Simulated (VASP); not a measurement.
# W4C in VASP: a series of runs

The runs below take W4C through relaxation of the atoms, with PBE.

All numbers are computed with VASP 6.6.1; they aren't measurements. Logs are shortened: lines on timing, memory, paths and dates and some standing lists are left out, and cuts for length are marked.

## 1. The cell of the first run

The cell holds a slab with vacuum, 5 atoms: a = 3.184 Å, b = 3.184 Å, c = 20.143 Å, α = 90.00°, β = 90.00°, γ = 90.00°.

## 2. Relaxation of the atoms, PBE

INCAR reads:

```
ALGO = Normal
DIPOL = 0.5 0.5 0.351
EDIFF = 1E-7
EDIFFG = -0.025
ENCUT = 520
GGA = PE
IBRION = 2
IDIPOL = 3
ISIF = 2
ISMEAR = 0
LASPH = T
LCHARG = F
LDIPOL = T
LREAL = F
LWAVE = F
NELM = 60
NSW = 36
PREC = Accurate
SIGMA = 0.1
```

KPOINTS reads:

```
k-points
0
Gamma
  8 8 1
```

POSCAR reads:

```
W4C
1.0
    3.1836991688      0.0000000000      0.0000000000
    0.0000000000      3.1836991688      0.0000000000
    0.0000000000      0.0000000000     20.1425775749
W C
4 1
Selective dynamics
Direct
    0.5000000000      0.5000000000      0.1985843165  F F F
    0.0000000000      0.0000000000      0.2776134069  F F F
    0.5000000000      0.5000000000      0.3599451800  F F F
    0.0000000000      0.0000000000      0.4290700901  F F F
    0.3750000000      0.3750000000      0.4876524635  F F T
```

Potentials or basis: VASP PAW PBE potentials, release 64 (W_sv, C).

Run with:

```bash
cat potpaw_PBE.64/W_sv/POTCAR potpaw_PBE.64/C/POTCAR > POTCAR
mpirun -np 1 vasp_std > vasp.out
```

OUTCAR:

```text
EDIFF = 1E-7
   EDIFFG = -0.025
   ENCUT = 520
   GGA = PE
   IBRION = 2
   ISIF = 2
   ISMEAR = 0
   LASPH = T
   LREAL = F
   NELM = 60
   NSW = 36
   PREC = Accurate

 ion  position               nearest neighbor table
   1  0.500  0.500  0.199-   2 2.76   2 2.76   2 2.76   2 2.76   3 3.25
   2  0.000  0.000  0.278-   1 2.76   1 2.76   1 2.76   1 2.76   3 2.80   3 2.80   3 2.80   3 2.80
                             4 3.05
   3  0.500  0.500  0.360-   5 2.63   4 2.65   4 2.65   4 2.65   4 2.65   2 2.80   2 2.80   2 2.80
                             2 2.80   1 3.25
   4  0.000  0.000  0.429-   5 2.06   5 2.60   5 2.60   3 2.65   3 2.65   3 2.65   3 2.65   2 3.05

   5  0.375  0.375  0.488-   4 2.06   4 2.60   4 2.60   3 2.63

  LATTYP: Found a simple tetragonal cell.
 ALAT       =     3.1836991688
 C/A-ratio  =     6.3267841925

  Lattice vectors:

 A1 = (   3.1836991688,   0.0000000000,   0.0000000000)
 A2 = (   0.0000000000,   3.1836991688,   0.0000000000)
 A3 = (   0.0000000000,   0.0000000000,  20.1425775749)

Analysis of symmetry for initial positions (statically):
=====================================================================
 Subroutine PRICEL returns:
 Original cell was already a primitive cell.

 Routine SETGRP: Setting up the symmetry group for a
 simple tetragonal supercell.

 Subroutine GETGRP returns: Found  2 space group operations
 (whereof  2 operations were pure point group operations)
 out of a pool of 16 trial point group operations.

The static configuration has the point symmetry C_1h.

Analysis of symmetry for dynamics (positions and initial velocities):
=====================================================================
 Subroutine PRICEL returns:
 Original cell was already a primitive cell.

 Routine SETGRP: Setting up the symmetry group for a
 simple tetragonal supercell.

 Subroutine GETGRP returns: Found  2 space group operations
 (whereof  2 operations were pure point group operations)
 out of a pool of 16 trial point group operations.

The dynamic configuration has the point symmetry C_1h.

Analysis of constrained symmetry for selective dynamics:
=====================================================================
 Subroutine PRICEL returns:
 Original cell was already a primitive cell.

 Routine SETGRP: Setting up the symmetry group for a
 simple tetragonal supercell.

 Subroutine GETGRP returns: Found  2 space group operations
 (whereof  2 operations were pure point group operations)
 out of a pool of 16 trial point group operations.

The constrained configuration has the point symmetry C_1h.

 Subroutine INISYM returns: Found  2 space group operations
 (whereof  2 operations are pure point group operations),
 and found     1 'primitive' translations

----------------------------------------------------------------------------------------

                                     Primitive cell

  volume of cell :     204.1640

  direct lattice vectors                    reciprocal lattice vectors
     3.183699169  0.000000000  0.000000000     0.314100029  0.000000000  0.000000000
     0.000000000  3.183699169  0.000000000     0.000000000  0.314100029  0.000000000
     0.000000000  0.000000000 20.142577575     0.000000000  0.000000000  0.049646079

  length of vectors
     3.183699169  3.183699169 20.142577575     0.314100029  0.314100029  0.049646079

  position of ions in fractional coordinates (direct lattice)
     0.500000000  0.500000000  0.198584317
     0.000000000  0.000000000  0.277613407
     0.500000000  0.500000000  0.359945180
     0.000000000  0.000000000  0.429070090
     0.375000000  0.375000000  0.487652463

  ion indices of the primitive-cell ions
   primitive index   ion index
                 1           1
[... 53 lines left out ...]
  0.500000  0.500000  0.000000      1.000000
   k-points           NKPTS =     21   k-points in BZ     NKDIM =     21   number of bands    NBANDS=     36
   number of dos      NEDOS =    301   number of ions     NIONS =      5
   total plane-waves  NPLWV =  86400
   dimension x,y,z NGX =    24 NGY =   24 NGZ =  150
   dimension x,y,z NGXF=    48 NGYF=   48 NGZF=  300
   ions per type =               4   1
   NGX,Y,Z   is equivalent  to a cutoff of  12.53, 12.53, 12.38 a.u.
   NGXF,Y,Z  is equivalent  to a cutoff of  25.06, 25.06, 24.76 a.u.
 SYSTEM =  unknown system
   PREC   = accura    normal or accurate (medium, high low for compatibility)
   ISTART =      0    job   : 0-new  1-cont  2-samecut
   ICHARG =      2    charge: 1-file 2-atom 10-const
   ISPIN  =      1    spin polarized calculation?
   LNONCOLLINEAR =      F non collinear calculations
   LSORBIT =      F    spin-orbit coupling
   LASPH  =      T    aspherical Exc in radial PAW
   ENCUT  =  520.0 eV  38.22 Ry    6.18 a.u.   5.92  5.92 37.45*2*pi/ulx,y,z
   NELM   =     60;   NELMIN=  2; NELMDL= -5     # of ELM steps
   EDIFF  = 0.1E-06   stopping-criterion for ELM
   LREAL  =      F    real-space projection
   EDIFFG = -.3E-01   stopping-criterion for IOM
   NSW    =     36    number of steps for IOM
   IBRION =      2    ionic relax: 0-MD 1-quasi-New 2-CG
   NFREE  =      1    steps in history (QN), initial steepest desc. (CG)
   ISIF   =      2    stress and relaxation
   ISYM   =      2    0-nonsym 1-usesym 2-fastsym
   POTIM  = 0.5000    time-step for ionic-motion
   TEBEG  =    0.0;   TEEND  =   0.0 temperature during run
   PSTRESS=    0.0 pullay stress
   NELECT =      60.0000    total number of electrons
   NUPDOWN=      -1.0000    fix difference up-down
   EMIN   =  10.00;   EMAX   =-10.00  energy-range for DOS
   EFERMI =   0.00;   METHOD = LEGACY
   ISMEAR =     0;   SIGMA  =   0.10  broadening in eV -4-tet -1-fermi 0-gaus
   EFERMI_NEDOS =   21; number of points for ismear=-14 and -15
   IALGO  =     38    algorithm
   IMIX   =      4    mixing-type and parameters
     AMIX     =   0.40;   BMIX     =  1.00
     AMIX_MAG =   1.60;   BMIX_MAG =  1.00
  volume/ion in A,a.u.               =      40.83       275.55
  Fermi-wavevector in a.u.,A,eV,Ry     =   1.088426  2.056827 16.118428  1.184671
  Thomas-Fermi vector in A             =   2.224607
   LORBIT       =      0    0 simple, 1 ext, 2 COOP (PROOUT), +10 PAW based schemes
   GGA     = PE    functional components
   LHFCALC =     F    Hartree Fock is set to
   AEXX    =    0.0000 exact exchange contribution
   IVDW    =     0    specifies the selected vdW correction
   LEPSILON=     F    determine dielectric tensor
   LRPA    =     F    only Hartree local field effects (RPA)
 conjugate gradient relaxation of ions
 non-spin polarized calculation
 Gauss-broadening in eV      SIGMA  =   0.10
  energy-cutoff  :      520.00
  volume of cell :      204.16
 maximum number of plane-waves:      5576
   NGX = 11   NGY = 11   NGZ = 75

--------------------------------------- Ionic step        1  -------------------------------------------

 number of electron      59.9999991 magnetization

 Free energy of the ion-electron system (eV)
  ---------------------------------------------------
  ext. energy  EPLUGINS =         0.00000000
  ---------------------------------------------------
  free energy    TOTEN  =       -54.26840499 eV

  energy without entropy =      -54.24142450  energy(sigma->0) =      -54.25491475

------------------------ aborting loop because EDIFF is reached ----------------------------------------

  FORCE on cell =-STRESS in cart. coord.  units (eV):
  Direction    XX          YY          ZZ          XY          YZ          ZX
  --------------------------------------------------------------------------------------
  -------------------------------------------------------------------------------------
  Total       -6.4779241     -6.4779241     -4.3389874      1.0790591      1.0756273      1.0756272
  in kB      -50.8355289    -50.8355289    -34.0502168      8.4679197      8.4409887      8.4409874
  external PRESSURE =     -45.2404249 kB  Pullay stress =       0.0000000 kB
[... 59 lines left out ...]
  FREE ENERGIE OF THE ION-ELECTRON SYSTEM (eV)
  ---------------------------------------------------
  free  energy   TOTEN  =       -54.6982959875 eV

  energy  without entropy=      -54.6743071239  energy(sigma->0) =      -54.68630156

 dipolmoment           0.000000      0.000000     -0.029209 electrons x Angstroem

--------------------------------------- Ionic step        3  -------------------------------------------

 number of electron      59.9999991 magnetization

------------------------ aborting loop because EDIFF is reached ----------------------------------------
[... 28 lines left out ...]
  FREE ENERGIE OF THE ION-ELECTRON SYSTEM (eV)
  ---------------------------------------------------
  free  energy   TOTEN  =       -55.0991597993 eV

  energy  without entropy=      -55.0828355687  energy(sigma->0) =      -55.09099768

[... ionic steps 4 to 12 ...]

--------------------------------------- Ionic step       13  -------------------------------------------

 number of electron      59.9999991 magnetization

------------------------ aborting loop because EDIFF is reached ----------------------------------------
[... 73 lines left out ...]
--------------------------------------- Ionic step       15  -------------------------------------------

 number of electron      59.9999991 magnetization

 dipolmoment           0.000000      0.000000      0.070195 electrons x Angstroem

 Free energy of the ion-electron system (eV)
  ---------------------------------------------------
  ext. energy  EPLUGINS =         0.00000000
  ---------------------------------------------------
  free energy    TOTEN  =       -55.09916836 eV

  energy without entropy =      -55.08279033  energy(sigma->0) =      -55.09097934

 E-fermi :   0.6821     XC(G=0):  -5.6626

 val. band max:        0.6797296241   @ k =  -0.2500   0.2500   0.0000
 cond. band min:       0.6826898359   @ k =   0.1250   0.0000   0.0000
 fundamental gap:      0.0029602117
 Fermi energy:         0.6820567322

 k-point     1 :       0.0000    0.0000    0.0000
  band No.  band energies     occupation
      1     -73.6079      2.00000
      2     -73.3351      2.00000
      3     -73.2755      2.00000
      4     -73.1892      2.00000
      5     -38.1561      2.00000
      6     -38.0323      2.00000
[... 808 lines left out ...]
     35       3.3199      0.00000
     36       3.6004      0.00000

------------------------ aborting loop because EDIFF is reached ----------------------------------------

 vacuum level on the upper side and lower side of the slab       (xc-potential included)         0.603        -0.617

  FORCE on cell =-STRESS in cart. coord.  units (eV):
  Direction    XX          YY          ZZ          XY          YZ          ZX
  --------------------------------------------------------------------------------------
  -------------------------------------------------------------------------------------
  Total       -2.6635749     -2.6635749      1.7587915      4.0802830      2.3787529      2.3787531
  in kB      -20.9024122    -20.9024122     13.8021215     32.0200332     18.6672708     18.6672718
  external PRESSURE =      -9.3342343 kB  Pullay stress =       0.0000000 kB
[... 20 lines left out ...]
  FREE ENERGIE OF THE ION-ELECTRON SYSTEM (eV)
  ---------------------------------------------------
  free  energy   TOTEN  =       -55.0991683559 eV

  energy  without entropy=      -55.0827903266  energy(sigma->0) =      -55.09097934

 reached required accuracy - stopping structural energy minimisation

 vacuum level on the upper side and lower side of the slab         6.103         4.849
```

Wall time 14 min (1 thread of Intel Xeon Platinum 8488C (Sapphire Rapids), shared host); peak memory 0.35 GiB.

Results:

- Free energy: -55.0992 eV
- Energy gained by relaxing: 166.2 meV/atom
- Ionic steps: 15
- Band gap on the k mesh: zero (bands 30 and 31 overlap by 1.77 eV)

Step by step:
| step | energy change (eV) | largest force on free atoms (eV/Å) | pressure (GPa) |
| --- | --- | --- | --- |
| 1 | 0.0000 | 3.1270 | -4.52 |
| 2 | -0.4299 | 2.4955 | -3.61 |
| 3 | -0.8308 | 0.0259 | -0.88 |
| 4 | -0.8305 | 0.0786 | -0.99 |
| 5 | -0.8305 | 0.0771 | -0.99 |
| 6 | -0.8306 | 0.0724 | -0.99 |
| 7 | -0.8306 | 0.0723 | -0.98 |
| 8 | -0.8306 | 0.0722 | -0.98 |
| 9 | -0.8306 | 0.0718 | -0.98 |
| 10 | -0.8306 | 0.0710 | -0.98 |
| 11 | -0.8306 | 0.0694 | -0.98 |
| 12 | -0.8306 | 0.0661 | -0.98 |
| 13 | -0.8306 | 0.0592 | -0.97 |
| 14 | -0.8307 | 0.0462 | -0.96 |
| 15 | -0.8308 | 0.0199 | -0.93 |

Final structure:
```
CELL_PARAMETERS angstrom
3.18370 0.00000 0.00000
0.00000 3.18370 0.00000
0.00000 0.00000 20.14258
ATOMIC_POSITIONS crystal
W 0.50000 0.50000 0.19858
W 0.00000 0.00000 0.27761
W 0.50000 0.50000 0.35995
W 0.00000 0.00000 0.42907
C 0.37500 0.37500 0.46602
```

Caveat: spin-orbit coupling is left out, which moves the levels of the heavy elements.

(Part 1 of 2 ends here.)
